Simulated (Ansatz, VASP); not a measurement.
## Ni: VASP beside Ansatz

```
Ni
1.0
     2.27759    0.00000    0.00000
     0.00000    2.27759    0.00000
     0.00000    0.00000    2.27759
Ni
1
Direct
  0.00000 0.00000 0.00000
```

Alike in both runs: task relaxation of cell and atoms; functional revPBE; k mesh 14 × 14 × 14; occupations fermi-dirac, width 0.1 eV; no spin polarisation.

|  | VASP | Ansatz |
| --- | --- | --- |
| version | VASP 6.6.1 | Ansatz 0.2.0 |
| potentials or method | VASP PAW PBE potentials, release 64 (Ni), cutoff 600 eV | plane waves (420 eV) with PAW, scalar-relativistic |
| valence electrons in the cell | 10 | 18 |

```tsv
	VASP	Ansatz	Ansatz less VASP
relaxed volume (Å³/atom)	12.89	12.89	+0.002
relaxed cell length with the largest relative difference (Å)	2.345	2.345	+0.0001
```

VASP's potentials were made for PBE, not for revPBE. VASP's potentials hold 10 valence electrons a cell and Ansatz's 18, so a difference there can come from the potentials and not from the codes.
